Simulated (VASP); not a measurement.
# Se (Im-3m) in VASP: further runs

Se is run at these levels: PBEsol; tasks: single point.

All numbers are computed with VASP 6.6.1; they aren't measurements. Logs are shortened: lines on timing, memory, paths and dates and some standing lists are left out, and cuts for length are marked.

**1. The cell of the first run**

It takes space group Im-3m (No. 229, cubic). The conventional cell has a = 2.657 Å, b = 2.657 Å, c = 2.657 Å, α = 90.00°, β = 90.00°, γ = 90.00°. Se (site symmetry m-3m) has 14 Se at 2.30 to 2.66 Å within 3.0 Å.

**2. Single point, PBEsol (volume scaled by 0.486, to set the pressure)**

INCAR

```
PREC     = Accurate       # precision mode
ENCUT    = 520            # plane-wave cutoff, eV
EDIFF    = 1E-7           # SCF threshold, eV
ISMEAR   = -1             # smearing method
SIGMA    = 0.08           # smearing width, eV
LREAL    = F              # projectors in reciprocal space
LASPH    = T              # aspherical terms in the spheres
NELM     = 100            # most SCF steps
ALGO     = Normal         # electronic algorithm
ISIF     = 2              # what is computed and relaxed
LWAVE    = F              # write WAVECAR
LCHARG   = F              # write CHGCAR
GGA      = PS             # functional
NBANDS   = 9              # bands
```

KPOINTS

```
Automatic mesh
0
Gamma
  20 20 20
```

POSCAR

```
Se
1.0
   -1.3283500839      1.3283500839      1.3283500839
    1.3283500839     -1.3283500839      1.3283500839
    1.3283500839      1.3283500839     -1.3283500839
Se
1
Direct
    0.0000000000      0.0000000000      0.0000000000
```

Potentials or basis: VASP PAW PBE potentials, release 64 (Se).

Started as:

```
$ cat potpaw_PBE.64/Se/POTCAR > POTCAR
$ mpirun -np 1 vasp_std > vasp.out
```

OUTCAR:

```text
PREC = Accurate
   ENCUT = 520
   EDIFF = 1E-7
   ISMEAR = -1
   LREAL = F
   LASPH = T
   NELM = 100
   ISIF = 2
   GGA = PS

 ion  position               nearest neighbor table
   1  0.000  0.000  0.000-

  LATTYP: Found a body centered cubic cell.
 ALAT       =     2.6567001678

  Lattice vectors:

 A1 = (  -1.3283500839,   1.3283500839,   1.3283500839)
 A2 = (   1.3283500839,  -1.3283500839,   1.3283500839)
 A3 = (   1.3283500839,   1.3283500839,  -1.3283500839)

Analysis of symmetry for initial positions (statically):
=====================================================================
 Subroutine PRICEL returns:
 Original cell was already a primitive cell.

 Routine SETGRP: Setting up the symmetry group for a
 body centered cubic supercell.

 Subroutine GETGRP returns: Found 48 space group operations
 (whereof 48 operations were pure point group operations)
 out of a pool of 48 trial point group operations.

The static configuration has the point symmetry O_h .

Analysis of symmetry for dynamics (positions and initial velocities):
=====================================================================
 Subroutine PRICEL returns:
 Original cell was already a primitive cell.

 Routine SETGRP: Setting up the symmetry group for a
 body centered cubic supercell.

 Subroutine GETGRP returns: Found 48 space group operations
 (whereof 48 operations were pure point group operations)
 out of a pool of 48 trial point group operations.

The dynamic configuration has the point symmetry O_h .

 Subroutine INISYM returns: Found 48 space group operations
 (whereof 48 operations are pure point group operations),
 and found     1 'primitive' translations

----------------------------------------------------------------------------------------

                                     Primitive cell

  volume of cell :       9.3756

  direct lattice vectors                    reciprocal lattice vectors
    -1.328350084  1.328350084  1.328350084     0.000000000  0.376406797  0.376406797
     1.328350084 -1.328350084  1.328350084     0.376406797  0.000000000  0.376406797
     1.328350084  1.328350084 -1.328350084     0.376406797  0.376406797  0.000000000

  length of vectors
     2.300769836  2.300769836  2.300769836     0.532319597  0.532319597  0.532319597

[... 77 lines left out ...]
   NELM   =    100;   NELMIN=  2; NELMDL= -5     # of ELM steps
   EDIFF  = 0.1E-06   stopping-criterion for ELM
   LREAL  =      F    real-space projection
   EDIFFG = 0.1E-05   stopping-criterion for IOM
   NSW    =      0    number of steps for IOM
   IBRION =     -1    ionic relax: 0-MD 1-quasi-New 2-CG
   NFREE  =      0    steps in history (QN), initial steepest desc. (CG)
   ISIF   =      2    stress and relaxation
   ISYM   =      2    0-nonsym 1-usesym 2-fastsym
   POTIM  = 0.5000    time-step for ionic-motion
   TEBEG  =    0.0;   TEEND  =   0.0 temperature during run
   PSTRESS=    0.0 pullay stress
   NELECT =       6.0000    total number of electrons
   NUPDOWN=      -1.0000    fix difference up-down
   EMIN   =  10.00;   EMAX   =-10.00  energy-range for DOS
   EFERMI =   0.00;   METHOD = LEGACY
   ISMEAR =    -1;   SIGMA  =   0.08  broadening in eV -4-tet -1-fermi 0-gaus
   EFERMI_NEDOS =   21; number of points for ismear=-14 and -15
   IALGO  =     38    algorithm
   IMIX   =      4    mixing-type and parameters
     AMIX     =   0.40;   BMIX     =  1.00
     AMIX_MAG =   1.60;   BMIX_MAG =  1.00
  volume/ion in A,a.u.               =       9.38        63.27
  Fermi-wavevector in a.u.,A,eV,Ry     =   1.410780  2.665988 27.079688  1.990301
  Thomas-Fermi vector in A             =   2.532699
   LORBIT       =      0    0 simple, 1 ext, 2 COOP (PROOUT), +10 PAW based schemes
   GGA     = PS    functional components
   LHFCALC =     F    Hartree Fock is set to
   AEXX    =    0.0000 exact exchange contribution
   IVDW    =     0    specifies the selected vdW correction
   LEPSILON=     F    determine dielectric tensor
   LRPA    =     F    only Hartree local field effects (RPA)
 non-spin polarized calculation
  energy-cutoff  :      520.00
  volume of cell :        9.38
 maximum number of plane-waves:       259
 NGX is ok and might be reduce to    18
   NGX =  9   NGY =  9   NGZ =  9

 number of electron       6.0000001 magnetization

 Free energy of the ion-electron system (eV)
  ---------------------------------------------------
  ext. energy  EPLUGINS =         0.00000000
  ---------------------------------------------------
  free energy    TOTEN  =         1.52863135 eV

  energy without entropy =        1.53463415  energy(sigma->0) =        1.53163275

 E-fermi :  18.8400     XC(G=0): -14.4789

 val. band max:       18.8391727004   @ k =   0.1500   0.1000  -0.0000
 cond. band min:      18.8550852771   @ k =  -0.3500   0.3500   0.1000
 fundamental gap:      0.0159125767
 Fermi energy:        18.8400029231

 k-point     1 :       0.0000    0.0000    0.0000
  band No.  band energies     occupation
      1      -8.2654      2.00000
      2      28.5166      0.00000
      3      28.5166      0.00000
      4      28.5166      0.00000
      5      33.5938      0.00000
      6      33.5938      0.00000
      7      33.5938      0.00000
      8      37.3155      0.00000
      9      37.3155      0.00000
[... 265 lines left out ...]
 k-point    24 :       0.2500    0.1000    0.0000
  band No.  band energies     occupation
      1      -4.0619      2.00000
      2      12.9759      2.00000
      3      18.8974      0.65598
      4      22.9133      0.00000
      5      29.1594      0.00000
      6      31.7777      0.00000
      7      35.7496      0.00000
      8      42.2327      0.00000
      9      44.8651      0.00000

 [... further k-points ...]

------------------------ aborting loop because EDIFF is reached ----------------------------------------

  FORCE on cell =-STRESS in cart. coord.  units (eV):
  Direction    XX          YY          ZZ          XY          YZ          ZX
  --------------------------------------------------------------------------------------
  -------------------------------------------------------------------------------------
  Total       17.6564261     17.6564261     17.6564261      0.0000000      0.0000000      0.0000000
  in kB     3017.2809451   3017.2809451   3017.2809451      0.0000000      0.0000000      0.0000000
  external PRESSURE =    3017.2809451 kB  Pullay stress =       0.0000000 kB

 VOLUME and BASIS-vectors are now :
 -----------------------------------------------------------------------------
  energy-cutoff  :      520.00
  volume of cell :        9.38
      direct lattice vectors                 reciprocal lattice vectors
    -1.328350084  1.328350084  1.328350084     0.000000000  0.376406797  0.376406797
     1.328350084 -1.328350084  1.328350084     0.376406797  0.000000000  0.376406797
     1.328350084  1.328350084 -1.328350084     0.376406797  0.376406797  0.000000000

 POSITION                                       TOTAL-FORCE (eV/Angst)
 -----------------------------------------------------------------------------------
      0.00000      0.00000      0.00000        -0.000000      0.000000      0.000000
 -----------------------------------------------------------------------------------
    total drift:                               -0.000000      0.000000     -0.000000

  FREE ENERGIE OF THE ION-ELECTRON SYSTEM (eV)
  ---------------------------------------------------
  free  energy   TOTEN  =         1.5286313463 eV

  energy  without entropy=        1.5346341547  energy(sigma->0) =        1.53163275
```

OSZICAR:

```text
N       E                     dE             d eps       ncg     rms          rms(c)
DAV:   1     0.126184816837E+02    0.12618E+02   -0.35500E+03  4849   0.624E+02
DAV:   2     0.157110233534E+01   -0.11047E+02   -0.10621E+02  6395   0.861E+01
DAV:   3     0.144381474658E+01   -0.12729E+00   -0.12701E+00  5544   0.785E+00
DAV:   4     0.144373698309E+01   -0.77763E-04   -0.77763E-04  6115   0.181E-01
DAV:   5     0.144373697518E+01   -0.79146E-08   -0.92257E-08  5389   0.184E-03    0.152E+01
DAV:   6     0.149855374660E+01    0.54817E-01   -0.48578E-03  5860   0.510E-01    0.916E+00
DAV:   7     0.152852400030E+01    0.29970E-01   -0.92088E-03  6000   0.743E-01    0.966E-02
DAV:   8     0.152862625723E+01    0.10226E-03   -0.13205E-04  5249   0.765E-02    0.300E-02
DAV:   9     0.152863078963E+01    0.45324E-05   -0.75569E-06  6180   0.167E-02    0.734E-03
DAV:  10     0.152863145523E+01    0.66560E-06   -0.28533E-08  4196   0.207E-03    0.347E-03
DAV:  11     0.152863134611E+01   -0.10912E-06   -0.90579E-10  2860   0.269E-04    0.119E-04
DAV:  12     0.152863134631E+01    0.20771E-09   -0.46148E-11  2651   0.540E-05
   1 F= 0.15286313E+01 E0= 0.15316328E+01  d E =-.600281E-02
```

stdout:

```text
POSCAR found type information on POSCAR Se
 POSCAR found :  1 types and       1 ions
 scaLAPACK will be used
 -----------------------------------------------------------------------------
|                                                                             |
|                                                                             |
|     You enforced a specific xc type in the INCAR file but a different       |
|     I HOPE YOU KNOW WHAT YOU ARE DOING!                                     |
|                                                                             |
 -----------------------------------------------------------------------------

 LDA part: xc-table for (Slater+PW92), standard interpolation
 POSCAR, INCAR and KPOINTS ok, starting setup
 FFT: planning ... GRIDC
 FFT: planning ... GRID_SOFT
 FFT: planning ... GRID
 WAVECAR not read
 entering main loop
```

Wall time 13 s (1 thread of AMD EPYC 9R14 (Zen 4), shared host); peak memory 0.1 GiB.

Results:

```yaml
Free_energy: 1.5286 eV
Pressure: 301.7 GPa
Band_gap_on_the_k_mesh: zero (band 3 reaches 28.52 eV, above the bottom of band 4 at 8.69 eV)
```

Caveat: the cell differs from its parent crystal (volume scaled by 0.486, to set the pressure); the PAW data sets were made with another functional, which shifts forces and pressure a little.

**3. Single point, PBEsol**

This run uses another cell than the first one, of 9.42 Å³/atom, 1.005 times its volume.

INCAR

```
PREC = Accurate
ENCUT = 520
EDIFF = 1E-6
ISMEAR = -1
SIGMA = 0.08
LREAL = F
LASPH = T
NELM = 100
ALGO = Normal
ISIF = 2
LWAVE = F
LCHARG = F
GGA = PS
NBANDS = 9
```

KPOINTS is that of step 2.

POSCAR

```
Se
1.0
   -1.3304146036      1.3304146036      1.3304146036
    1.3304146036     -1.3304146036      1.3304146036
    1.3304146036      1.3304146036     -1.3304146036
Se
1
Direct
    0.0000000000      0.0000000000      0.0000000000
```

Potentials or basis: VASP PAW PBE potentials, release 64 (Se).

Started as:

```
$ cat potpaw_PBE.64/Se/POTCAR > POTCAR
$ mpirun -np 1 vasp_std > vasp.out
```

Wall time 12 s (1 thread of AMD EPYC 9R14 (Zen 4), shared host); peak memory 0.1 GiB.

Results (log left out):

* Free energy: 1.4469 eV
* Pressure: 296.7 GPa
* Band gap on the k mesh: zero (band 3 reaches 28.34 eV, above the bottom of band 4 at 8.63 eV)

Levels at points of the mesh, in eV from the Fermi level:
```csv
k point,band 1,band 2,band 3,band 4,band 5,band 6
"(0.00, 0.00, 0.00)",-27.01,9.61,9.61,9.61,14.73,14.73
"(0.50, 0.00, 0.00)",-16.82,-15.67,0.81,4.44,6.98,8.80
"(0.50, 0.50, 0.50)",-7.54,-7.54,-7.54,-6.56,-1.10,-1.10
```

Caveat: the PAW data sets were made with another functional, which shifts forces and pressure a little.

**4. Single point, PBEsol**

This run uses another cell than the first one, of 9.42 Å³/atom, 1.005 times its volume.

INCAR

```
SYSTEM = Se
PREC = Accurate ; ENCUT = 520
EDIFF = 1E-6 ; ISMEAR = -1
SIGMA = 0.08 ; LREAL = .False.
LASPH = .True. ; NELM = 60
ALGO = Normal ; ISIF = 2
LWAVE = .False. ; LCHARG = .False.
GGA = PS ; NBANDS = 9
```

KPOINTS

```
regular mesh
0
Gamma
  20 20 20
  0 0 0
```

POSCAR

```
Se
1.0
   -1.3305211468      1.3305211468      1.3305211468
    1.3305211468     -1.3305211468      1.3305211468
    1.3305211468      1.3305211468     -1.3305211468
Se
1
Direct
    0.0000000000      0.0000000000      0.0000000000
```

Started as:

```
$ cat potpaw_PBE.64/Se/POTCAR > POTCAR
$ mpirun -np 1 vasp_std > vasp.out
```

It took 12 s on 1 thread of AMD EPYC 9R14 (Zen 4), shared host; peak memory 0.1 GiB.

It converged, with:

| Quantity | Value |
| --- | --- |
| Free energy | 1.4427 eV |
| Pressure | 296.5 GPa |
| Band gap on the k mesh | zero (band 3 reaches 28.34 eV, above the bottom of band 4 at 8.63 eV) |

Levels at points of the mesh, in eV from the Fermi level:
```
           k point  band 1  band 2  band 3  band 4  band 5  band 6  band 7  band 8
(0.00, 0.00, 0.00)  -27.01    9.61    9.61    9.61   14.73   14.73   14.73   18.47
(0.50, 0.00, 0.00)  -16.82  -15.67    0.81    4.44    6.98    8.80   24.17   25.82
(0.50, 0.50, 0.50)   -7.54   -7.54   -7.54   -6.56   -1.10   -1.10   32.65   33.05
```

Caveat: the PAW data sets were made with another functional, which shifts forces and pressure a little.

**5. Summary**

| cell | gap on the mesh (eV) | pressure (GPa) |
| --- | --- | --- |
| a = 2.301 Å, angles 109.5°, 1 atom | none | 301.7 |
| a = 2.304 Å, angles 109.5°, 1 atom | none | 296.7 |
| a = 2.305 Å, angles 109.5°, 1 atom | none | 296.5 |

Alike in all rows: task single point; level PBEsol; potentials or basis VASP PAW PBE potentials, release 64 (Se); no spin polarisation; k mesh 20 × 20 × 20; cutoff (eV) 520; smearing fermi-dirac 0.08 eV.

Caveats: the PAW data sets were made with another functional, which shifts forces and pressure a little.

Total energies depend on the potentials used, so only differences within one code and one set of settings carry meaning.
